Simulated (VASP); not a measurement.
Runs of VASP 6.6.1 on CdF2. The structure is that of space group R-3m (No. 166), or close to it. The cells are those of the table. 

```csv
cell,gap on the mesh (eV),pressure (GPa),largest force (eV/Å)
"a = 5.238 Å, angles 33.6°, 3 atoms",3.33,(b),0.88
"a = 3.723 Å, angles 63.2°, 3 atoms",(c),0.2,0.21
"a = 4.799 Å, angles 38.9°, 3 atoms",(a),17.5,0.75
"a = 3.631 Å, angles 67.3°, 3 atoms",2.99,3.6,0.76
"a = 3.394 Å, 3 atoms",5.95,151.2,36.17
```

Alike in all rows: task single point; level PBEsol; potentials or basis VASP PAW PBE potentials, release 64 (Cd_sv_GW, F); no spin polarisation; k mesh 8 × 8 × 8; cutoff (eV) 700; smearing gaussian 0.05 eV.

Task: Fill in the values left out.

Result: (a) 3.29; (b) 22.2; (c) 2.96.

Caveats: the PAW data sets were made with another functional, which shifts forces and pressure a little; the cell stands under pressure (at least some runs).

A k mesh can miss the band edges, and the runs leave out spin-orbit coupling on Cd.
